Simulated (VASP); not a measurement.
Runs of VASP 6.6.1 on AlCu3. The structure is that of space group Pm-3m (No. 221), or close to it. The cells are those of the table. 

| task | cell | k mesh | cutoff (eV) | smearing | gap on the mesh (eV) | pressure (GPa) |
| --- | --- | --- | --- | --- | --- | --- |
| single point | a = 3.637 Å, 4 atoms | 12 × 12 × 12 | 520 | gaussian 0.1 eV | none | 0.9 |
| relaxation of cell and atoms | relaxed from a = 3.632 Å, 4 atoms | 12 × 12 × 12 | 600 | fermi-dirac 0.15 eV | none | 0.0 |
| relaxation of cell and atoms | relaxed to 60 GPa from a = 3.382 Å, 4 atoms | 12 × 12 × 12 | 600 | gaussian 0.1 eV | none | 60.0 |
| single point | a = 3.642 Å, 4 atoms | 12 × 12 × 12 | 520 | gaussian 0.1 eV | none | 0.4 |
| single point | a = 3.529 Å, 4 atoms | 12 × 12 × 12 | 520 | gaussian 0.1 eV | none | (a) |
| single point | a = 3.642 Å, 4 atoms | 14 × 14 × 14 | 520 | gaussian 0.15 eV | none | 0.4 |
| single point | a = 3.567 Å, 4 atoms | 12 × 12 × 12 | 520 | gaussian 0.1 eV | none | 10.7 |

Alike in all rows: level r2SCAN; potentials or basis VASP PAW PBE potentials, release 64 (Al, Cu); no spin polarisation.

Fill in the values left out.

(a) 17.9.

Caveats: the PAW data sets were made with another functional, which shifts forces and pressure a little; the cell stands under pressure (at least some runs); the cell is relaxed towards a set pressure, so the run minimises the enthalpy, not the energy (at least some runs).

A gap of «none» marks levels without a gap at the run's occupations.
